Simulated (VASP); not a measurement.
# In2O3 (Ia-3) in VASP: relaxation of volume and atoms at fixed shape with PBEsol

Aim: the relaxation of volume and atoms at fixed shape of In2O3 with PBEsol.

Program: VASP 6.6.1. These are calculated values, not measurements. Logs are shortened: lines on timing, memory, paths and dates and some standing lists are left out, and cuts for length are marked.

### Step 1. The cell of the first run

It takes space group Ia-3 (No. 206, cubic). Conventional cell: a = 10.117 Å, b = 10.117 Å, c = 10.117 Å, α = 90.00°, β = 90.00°, γ = 90.00°. Within 2.9 Å of In (site symmetry -3) lie 6 O at 2.16 Å. Within 2.8 Å of In (site symmetry 2) lie 6 O at 2.13 to 2.25 Å. Within 3.0 Å of O (site symmetry 1) lie 4 In at 2.13 to 2.25 Å and 5 O at 2.80 to 2.91 Å.

### Step 2. Relaxation of volume and atoms at fixed shape, PBEsol

Input file INCAR:

```
SYSTEM = In2O3
PREC     = Accurate       ! precision mode
ENCUT    = 600            ! plane-wave cutoff, eV
EDIFF    = 1E-7           ! SCF threshold, eV
ISMEAR   = 0              ! smearing method
SIGMA    = 0.02           ! smearing width, eV
LREAL    = Auto         
LASPH    = .True.         ! aspherical terms in the spheres
NELM     = 120            ! most SCF steps
ALGO     = Normal         ! electronic algorithm
ISIF     = 8              ! what is computed and relaxed
LWAVE    = .False.        ! write WAVECAR
LCHARG   = .False.        ! write CHGCAR
GGA      = PS             ! functional
IBRION   = 2              ! ionic algorithm
NSW      = 60             ! ionic steps
EDIFFG   = -0.01          ! ionic threshold
GGA_COMPAT= .False.      
NELMIN   = 4            
KPAR     = 2            
NCORE    = 2
```

Input file KPOINTS:

```
Automatic mesh
0
Gamma
  2 2 2
  0 0 0
```

Input file POSCAR:

```
In2O3
1.0
   -5.0585000000      5.0585000000      5.0585000000
    5.0585000000     -5.0585000000      5.0585000000
    5.0585000000      5.0585000000     -5.0585000000
In O
16 24
Direct
    0.5000000000      0.5000000000      0.5000000000
    0.5000000000      0.0000000000      0.0000000000
    0.0000000000      0.5000000000      0.0000000000
    0.0000000000      0.0000000000      0.5000000000
    0.2500000000      0.7163000000      0.4663000000
    0.7500000000      0.7837000000      0.0337000000
    0.4663000000      0.2500000000      0.7163000000
    0.0337000000      0.7500000000      0.7837000000
    0.7163000000      0.4663000000      0.2500000000
    0.7837000000      0.0337000000      0.7500000000
    0.7500000000      0.2837000000      0.5337000000
    0.2500000000      0.2163000000      0.9663000000
    0.5337000000      0.7500000000      0.2837000000
    0.9663000000      0.2500000000      0.2163000000
    0.2837000000      0.5337000000      0.7500000000
    0.2163000000      0.9663000000      0.2500000000
    0.5354000000      0.7708000000      0.5470000000
    0.7238000000      0.9884000000      0.9530000000
    0.9646000000      0.5116000000      0.2354000000
    0.7762000000      0.7292000000      0.2646000000
    0.5470000000      0.5354000000      0.7708000000
    0.9530000000      0.7238000000      0.9884000000
    0.2354000000      0.9646000000      0.5116000000
    0.2646000000      0.7762000000      0.7292000000
    0.7708000000      0.5470000000      0.5354000000
    0.9884000000      0.9530000000      0.7238000000
    0.5116000000      0.2354000000      0.9646000000
    0.7292000000      0.2646000000      0.7762000000
    0.4646000000      0.2292000000      0.4530000000
    0.2762000000      0.0116000000      0.0470000000
    0.0354000000      0.4884000000      0.7646000000
    0.2238000000      0.2708000000      0.7354000000
    0.4530000000      0.4646000000      0.2292000000
    0.0470000000      0.2762000000      0.0116000000
    0.7646000000      0.0354000000      0.4884000000
    0.7354000000      0.2238000000      0.2708000000
    0.2292000000      0.4530000000      0.4646000000
    0.0116000000      0.0470000000      0.2762000000
    0.4884000000      0.7646000000      0.0354000000
    0.2708000000      0.7354000000      0.2238000000
```

Potentials or basis: VASP PAW PBE potentials, release 64 (In_d, O).

The run is started by

```console
cat potpaw_PBE.64/In_d/POTCAR potpaw_PBE.64/O/POTCAR > POTCAR
mpirun -np 4 vasp_std > vasp.out
```

OUTCAR:

```text
SYSTEM = In2O3
   PREC = Accurate
   ENCUT = 600
   EDIFF = 1E-7
   ISMEAR = 0
   LREAL = Auto
   LASPH = .True.
   NELM = 120
   ISIF = 8
   GGA = PS
   IBRION = 2
   NSW = 60
   EDIFFG = -0.01
   NELMIN = 4

 ion  position               nearest neighbor table
   1  0.500  0.500  0.500-  17 2.16  21 2.16  25 2.16  29 2.16  33 2.16  37 2.16   5 3.34   7 3.34
                             9 3.34  11 3.34  13 3.34  15 3.34   8 3.83  10 3.83   6 3.83  12 3.83
   2  0.500  0.000  0.000-  18 2.16  30 2.16  27 2.16  39 2.16  36 2.16  24 2.16   6 3.34   8 3.34
                             9 3.34  12 3.34  14 3.34  15 3.34  13 3.83   7 3.83  10 3.83  16 3.83
   3  0.000  0.500  0.000-  22 2.16  34 2.16  31 2.16  19 2.16  28 2.16  40 2.16   5 3.34   8 3.34
                            10 3.34  11 3.34  14 3.34  16 3.34  12 3.83   9 3.83  15 3.83   6 3.83
   4  0.000  0.000  0.500-  26 2.16  38 2.16  20 2.16  32 2.16  35 2.16  23 2.16   6 3.34   7 3.34
                            10 3.34  12 3.34  13 3.34  16 3.34   5 3.83   8 3.83  14 3.83  15 3.83
   5  0.250  0.716  0.466-  23 2.13  24 2.13  19 2.19  17 2.19  37 2.25  40 2.25   1 3.34   3 3.34
                            15 3.36  14 3.36  13 3.36  16 3.36   2 3.83   4 3.83   7 3.84   8 3.84
   6  0.750  0.784  0.034-  21 2.13  22 2.13  18 2.19  20 2.19  38 2.25  39 2.25   2 3.34   4 3.34
                            16 3.36  14 3.36  15 3.36  13 3.36   3 3.83   1 3.83   7 3.84   8 3.84
   7  0.466  0.250  0.716-  27 2.13  28 2.13  23 2.19  21 2.19  29 2.25  32 2.25   1 3.34   4 3.34
                            15 3.36  16 3.36  11 3.36  12 3.36   2 3.83   3 3.83   6 3.84   9 3.84
   8  0.034  0.750  0.784-  25 2.13  26 2.13  22 2.19  24 2.19  30 2.25  31 2.25   2 3.34   3 3.34
                            15 3.36  16 3.36  11 3.36  12 3.36   4 3.83   1 3.83   9 3.84  10 3.84
   9  0.716  0.466  0.250-  19 2.13  20 2.13  27 2.19  25 2.19  33 2.25  36 2.25   1 3.34   2 3.34
[... 37 lines left out ...]
  39  0.488  0.765  0.035-  13 2.13   2 2.16  15 2.19   6 2.25
  40  0.271  0.735  0.224-  13 2.13   3 2.16  16 2.19   5 2.25

  LATTYP: Found a body centered cubic cell.
 ALAT       =    10.1170000000

  Lattice vectors:

 A1 = (  -5.0585000000,   5.0585000000,   5.0585000000)
 A2 = (   5.0585000000,  -5.0585000000,   5.0585000000)
 A3 = (   5.0585000000,   5.0585000000,  -5.0585000000)

Analysis of symmetry for initial positions (statically):
=====================================================================
 Subroutine PRICEL returns:
 Original cell was already a primitive cell.

 Routine SETGRP: Setting up the symmetry group for a
 body centered cubic supercell.

 Subroutine GETGRP returns: Found 24 space group operations
 (whereof  6 operations were pure point group operations)
 out of a pool of 48 trial point group operations.

The static configuration has the point symmetry S_6 .
 The point group associated with its full space group is T_h .

Analysis of symmetry for dynamics (positions and initial velocities):
[... 198 lines left out ...]
 non-spin polarized calculation
 Gauss-broadening in eV      SIGMA  =   0.02
  energy-cutoff  :      600.00
  volume of cell :      517.76
 maximum number of plane-waves:     17357
 NGX is ok and might be reduce to    70
   NGX = 35   NGY = 35   NGZ = 35

--------------------------------------- Ionic step        1  -------------------------------------------

 number of electron     352.0000043 magnetization

 Free energy of the ion-electron system (eV)
  ---------------------------------------------------
  ext. energy  EPLUGINS =         0.00000000
  ---------------------------------------------------
  free energy    TOTEN  =      -238.45198236 eV

  energy without entropy =     -238.45198236  energy(sigma->0) =     -238.45198236

------------------------ aborting loop because EDIFF is reached ----------------------------------------

  FORCE on cell =-STRESS in cart. coord.  units (eV):
  Direction    XX          YY          ZZ          XY          YZ          ZX
  --------------------------------------------------------------------------------------
  -------------------------------------------------------------------------------------
  Total        7.0224789      7.0224789      7.0224789     -0.0000000      0.0000000      0.0000000
  in kB       21.7308028     21.7308028     21.7308028     -0.0000000      0.0000000      0.0000000
  external PRESSURE =      21.7308028 kB  Pullay stress =       0.0000000 kB
[... 203 lines left out ...]
  FREE ENERGIE OF THE ION-ELECTRON SYSTEM (eV)
  ---------------------------------------------------
  free  energy   TOTEN  =      -238.5641668377 eV

  energy  without entropy=     -238.5641668377  energy(sigma->0) =     -238.56416684

[... ionic steps 4 to 10 ...]

--------------------------------------- Ionic step       11  -------------------------------------------

 number of electron     352.0000015 magnetization

------------------------ aborting loop because EDIFF is reached ----------------------------------------
[... 143 lines left out ...]
--------------------------------------- Ionic step       13  -------------------------------------------

 number of electron     352.0000013 magnetization

 Free energy of the ion-electron system (eV)
  ---------------------------------------------------
  ext. energy  EPLUGINS =         0.00000000
  ---------------------------------------------------
  free energy    TOTEN  =      -238.61396590 eV

  energy without entropy =     -238.61396590  energy(sigma->0) =     -238.61396590

 E-fermi :   5.3469     XC(G=0): -11.2195

 val. band max:        5.1989947717   @ k =   0.0000   0.0000   0.0000
 cond. band min:       6.2183970432   @ k =   0.0000   0.0000   0.0000
 fundamental gap:      1.0194022715
 Fermi energy:         5.3468510360

 k-point     1 :       0.0000    0.0000    0.0000
  band No.  band energies     occupation
      1     -12.4779      2.00000
      2     -11.8589      2.00000
      3     -11.8589      2.00000
      4     -11.7846      2.00000
      5     -11.7846      2.00000
      6     -11.7846      2.00000
[... 562 lines left out ...]
    187      11.6074      0.00000
    188      11.7113      0.00000
 [bands above 188 left out]

------------------------ aborting loop because EDIFF is reached ----------------------------------------

  FORCE on cell =-STRESS in cart. coord.  units (eV):
  Direction    XX          YY          ZZ          XY          YZ          ZX
  --------------------------------------------------------------------------------------
  -------------------------------------------------------------------------------------
  Total       -0.0096872     -0.0096872     -0.0096872      0.0000000      0.0000000      0.0000000
  in kB       -0.0295173     -0.0295173     -0.0295173      0.0000000      0.0000000      0.0000000
  external PRESSURE =      -0.0295173 kB  Pullay stress =       0.0000000 kB
[... 55 lines left out ...]
  FREE ENERGIE OF THE ION-ELECTRON SYSTEM (eV)
  ---------------------------------------------------
  free  energy   TOTEN  =      -238.6139659030 eV

  energy  without entropy=     -238.6139659030  energy(sigma->0) =     -238.61396590

 reached required accuracy - stopping structural energy minimisation
```

Run time: 46 min. Hardware: 4 MPI ranks of Intel Xeon Platinum 8259CL at 2.50GHz (Skylake/Cascade Lake), shared host; peak memory 0.58 GiB.

What came out:

```
Free energy                           : -238.6140 eV
Relaxed volume                        : 13.15 Å³/atom
Relaxed cell                          : a = 8.807 Å, b = 8.807 Å, c = 8.807 Å, α = 109.47°, β = 109.47°, γ = 109.47°
Space group after relaxing (to 0.1 Å) : Ia-3 (No. 206)
Energy gained by relaxing             : 4.0 meV/atom
Ionic steps                           : 13
Pressure after relaxing               : 0.0 GPa
Band gap on the k mesh                : 1.02 eV
```

Forces in eV/Å, atoms in the order of the input:
```
In   0.000  0.000  0.000
In   0.000  0.000  0.000
In   0.000  0.000  0.000
In   0.000  0.000  0.000
In  -0.002  0.000  0.000
In   0.002  0.000  0.000
In   0.000 -0.002  0.000
In   0.000  0.002  0.000
In   0.000  0.000 -0.002
In   0.000  0.000  0.002
In   0.002  0.000  0.000
In  -0.002  0.000  0.000
In   0.000  0.002  0.000
In   0.000 -0.002  0.000
In   0.000  0.000  0.002
In   0.000  0.000 -0.002
O    0.000 -0.001  0.001
O    0.000  0.001  0.001
O    0.000  0.001 -0.001
O    0.000 -0.001 -0.001
O    0.001  0.000 -0.001
O    0.001  0.000  0.001
O   -0.001  0.000  0.001
O   -0.001  0.000 -0.001
O   -0.001  0.001  0.000
O    0.001  0.001  0.000
O    0.001 -0.001  0.000
O   -0.001 -0.001  0.000
O    0.000  0.001 -0.001
O    0.000 -0.001 -0.001
O    0.000 -0.001  0.001
O    0.000  0.001  0.001
O   -0.001  0.000  0.001
O   -0.001  0.000 -0.001
O    0.001  0.000 -0.001
O    0.001  0.000  0.001
O    0.001 -0.001  0.000
O   -0.001 -0.001  0.000
O   -0.001  0.001  0.000
O    0.001  0.001  0.000
```

Step by step:
```tsv
step	energy change (eV)	largest force (eV/Å)	pressure (GPa)	volume (Å³)
1	0.0000	0.3390	2.17	517.76
2	-0.0957	0.1651	-1.92	531.02
3	-0.1122	0.1910	-0.81	527.31
4	-0.1499	0.0766	-0.07	525.39
5	-0.1509	0.0758	0.10	525.01
6	-0.1569	0.0481	0.02	525.41
7	-0.1598	0.0308	-0.06	525.81
8	-0.1601	0.0309	-0.08	525.99
9	-0.1610	0.0206	0.11	525.41
10	-0.1610	0.0229	0.13	525.35
11	-0.1616	0.0280	-0.01	525.79
12	-0.1616	0.0281	-0.04	525.88
13	-0.1620	0.0025	0.00	525.81
```

Final structure:
```xyz
40
Lattice="-5.0846 5.0846 5.0846 5.0846 -5.0846 5.0846 5.0846 5.0846 -5.0846" Properties=species:S:1:pos:R:3 pbc="T T T"
In    2.5423    2.5423    2.5423
In    2.5423    7.6269   -2.5423
In    7.6269    2.5423   -2.5423
In    2.5423    2.5423   -2.5423
In    4.7387    0.0000    2.5423
In    0.3460    0.0000    7.6269
In    2.5423    4.7387    0.0000
In    7.6269    0.3460    0.0000
In    0.0000    2.5423    4.7387
In    0.0000    7.6269    0.3460
In    0.3460    5.0846    2.5423
In    4.7387    5.0846   -2.5423
In    2.5423    0.3460    5.0846
In   -2.5423    4.7387    5.0846
In    5.0846    2.5423    0.3460
In    5.0846   -2.5423    4.7387
O     3.9662    1.5716    3.8861
O     6.2030    3.5130    3.8861
O    -1.1184    3.5130    6.2831
O     1.1184    1.5716    6.2831
O     3.8861    3.9662    1.5716
O     3.8861    6.2030    3.5130
O     6.2831   -1.1184    3.5130
O     6.2831    1.1184    1.5716
O     1.5716    3.8861    3.9662
O     3.5130    3.8861    6.2030
O     3.5130    6.2831   -1.1184
O     1.5716    6.2831    1.1184
O     1.1184    3.5130    1.1985
O    -1.1184    1.5716    1.1985
O     6.2030    1.5716   -1.1985
O     3.9662    3.5130   -1.1985
O     1.1985    1.1184    3.5130
O     1.1985   -1.1184    1.5716
O    -1.1985    6.2030    1.5716
O    -1.1985    3.9662    3.5130
O     3.5130    1.1985    1.1184
O     1.5716    1.1985   -1.1184
O     1.5716   -1.1985    6.2030
O     3.5130   -1.1985    3.9662
```

Caveat: the k points lie up to 0.44 Å⁻¹ apart in the final cell; the PAW data sets were made with another functional, which shifts forces and pressure a little; spin-orbit coupling is left out, which moves the levels of the heavy elements. Zero-point motion and thermal expansion aren't in these numbers.
